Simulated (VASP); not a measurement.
The system is Mn3Cu.

```
Mn Cu
1.0
     3.70064    0.00000    0.00000
     0.00000    3.70064    0.00000
     0.00000    0.00000    3.70064
Mn Cu
3 1
Direct
  0.00000 0.50000 0.50000
  0.50000 0.00000 0.50000
  0.50000 0.50000 0.00000
  0.00000 0.00000 0.00000
```

```yaml
Program: VASP 6.6.1
Task: relaxation of cell and atoms
Functional: PBE
Potentials_or_basis: VASP PAW PBE potentials, release 64 (Mn_sv, Cu_sv_GW)
Cutoff: 820 eV
k_mesh: 6 × 6 × 6
Occupations: gaussian, width 0.1 eV
Spin: collinear spin, ferromagnetic start
Starting_moments: "[2.62, 2.62, 2.62, 0.0] μB"
```

At the start: pressure -6.9 GPa; volume 12.67 Å³/atom.

Question: How do energy, volume and symmetry change on relaxing?

Answer: Over 5 steps the energy falls by 101.3 meV/atom and the volume is 10.99 Å³/atom (-13.3 %); space group Pm-3m (No. 221, to 0.1 Å) before and after; moment 1.81 μB per cell.

The path:
```
step  energy change (eV)  largest force (eV/Å)  pressure (GPa)  volume (Å³)
   1              0.0000                0.0000           -6.85        50.68
   2             -0.3019                0.0000          -11.34        46.81
   3              0.9221                0.0000           68.24        36.38
   4             -0.3947                0.0000           -3.95        44.84
   5             -0.4052                0.0000            0.29        43.94
```

Final structure:
```
Mn Cu
1.0
     3.52884    0.00000    0.00000
     0.00000    3.52884    0.00000
     0.00000    0.00000    3.52884
Mn Cu
3 1
Direct
  0.00000 0.50000 0.50000
  0.50000 0.00000 0.50000
  0.50000 0.50000 0.00000
  0.00000 0.00000 0.00000
```
